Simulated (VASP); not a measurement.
A run of VASP 6.6.1:

Contents of INCAR:

```
PREC = Accurate
ENCUT = 520
EDIFF = 1E-6
ISMEAR = 0
SIGMA = 0.02
LREAL = False
LASPH = True
NELM = 100
ALGO = Normal
ISIF = 2
LWAVE = False
LCHARG = False
GGA = PE
NBANDS = 36
```

The input KPOINTS:

```
Automatic mesh
0
Gamma
  12 12 2
```

File POSCAR:

```
C
1.0
    2.5699913336      0.0000000000      0.0000000000
   -1.2849956668      2.2256777824      0.0000000000
    0.0000000000      0.0000000000     12.6718833468
C
12
Direct
    0.0000000000      0.0000000000      0.1867880591
    0.0000000000      0.0000000000      0.6867880591
    0.0000000000      0.0000000000      0.3132119409
    0.0000000000      0.0000000000      0.8132119409
    0.3333333333      0.6666666667      0.5207550536
    0.6666666667      0.3333333333      0.0207550536
    0.3333333333      0.6666666667      0.9792449464
    0.6666666667      0.3333333333      0.4792449464
    0.3333333333      0.6666666667      0.6450907780
    0.6666666667      0.3333333333      0.1450907780
    0.3333333333      0.6666666667      0.8549092220
    0.6666666667      0.3333333333      0.3549092220
```

Potentials or basis: VASP PAW PBE potentials, release 64 (C).

Launch:

```sh
$ cat potpaw_PBE.64/C/POTCAR > POTCAR
$ mpirun -np 1 vasp_std > vasp.out
```

Hardware: 1 thread of Intel Xeon 6975P-C, on a shared host.

How long does it take, and how much memory?

Wall time 72 s on 1 thread of Intel Xeon 6975P-C (shared host), peak memory 0.21 GiB. Counts: scf iterations 13, k points 38.
